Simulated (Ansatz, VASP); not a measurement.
## Two plane-wave programs on Sn3Se

File INCAR:

```
PREC = Accurate
ENCUT = 520
EDIFF = 1E-6
ISMEAR = -1
SIGMA = 0.05
LREAL = False
LASPH = True
NELM = 100
ALGO = Normal
ISIF = 2
LWAVE = False
LCHARG = False
GGA = PE
NBANDS = 32
```

KPOINTS

```
Automatic mesh
0
Gamma
  6 6 6
```

POSCAR

```
Sn3Se
1.0
    0.0000000000      3.7331380000      3.7331380000
    3.7331380000      0.0000000000      3.7331380000
    3.7331380000      3.7331380000      0.0000000000
Sn Se
3 1
Direct
    0.5000000000      0.5000000000      0.5000000000
    0.7500000000      0.7500000000      0.7500000000
    0.2500000000      0.2500000000      0.2500000000
    0.0000000000      0.0000000000      0.0000000000
```

input.yaml

```yaml
crystal:
  lattice:
    - [0.0, 3.733138, 3.733138]
    - [3.733138, 0.0, 3.733138]
    - [3.733138, 3.733138, 0.0]
  atoms:
    - { symbol: Sn, position: [0.5, 0.5, 0.5] }
    - { symbol: Sn, position: [0.75, 0.75, 0.75] }
    - { symbol: Sn, position: [0.25, 0.25, 0.25] }
    - { symbol: Se, position: [0.0, 0.0, 0.0] }
hamiltonian:
  xc: pbe
  pseudopotentials: { kind: paw }
kpoints:
  mp_grid: { grid: [6, 6, 6] }
  band_path:
    path:
      - [[0.0, 0.0, 0.0], [0.5, 0.0, 0.5], [0.5, 0.25, 0.75], [0.375, 0.375, 0.75], [0.0, 0.0, 0.0], [0.5, 0.5, 0.5], [0.625, 0.25, 0.625], [0.5, 0.25, 0.75], [0.5, 0.5, 0.5], [0.375, 0.375, 0.75]]
      - [[0.625, 0.25, 0.625], [0.5, 0.0, 0.5]]
    npoints: 14
scf:
  occupations: { method: fermi_dirac, width: 0.05 }
  n_extra_bands: 10
output:
  forces: true
  stress: true
  eigenvalues: true
  fatbands: false
```

Alike in both runs: functional PBE; k mesh 6 × 6 × 6; occupations fermi-dirac, width 0.05 eV; no spin polarisation.

|  | VASP | Ansatz |
| --- | --- | --- |
| version | VASP 6.6.1 | Ansatz 0.2.0 |
| potentials or method | VASP PAW PBE potentials, release 64 (Sn_d, Se) | Ansatz PAW |
| plane-wave cutoff (eV) | 520 | 420 |
| valence electrons in the cell | 48 | 58 |
| task | single point | band structure |

|  | VASP | Ansatz | Ansatz less VASP |
| --- | --- | --- | --- |
| gap on the k mesh at the Fermi level (eV) | none | none | - |
| pressure (GPa) | -0.2 | -0.2 | +0.01 |

A gap of «none» marks a metal or a gap that the smearing closes. The functional is the same, so the differences come from potentials, cutoffs and numerics. VASP's potentials hold 48 valence electrons a cell and Ansatz's 58, so a difference there can come from the potentials and not from the codes.
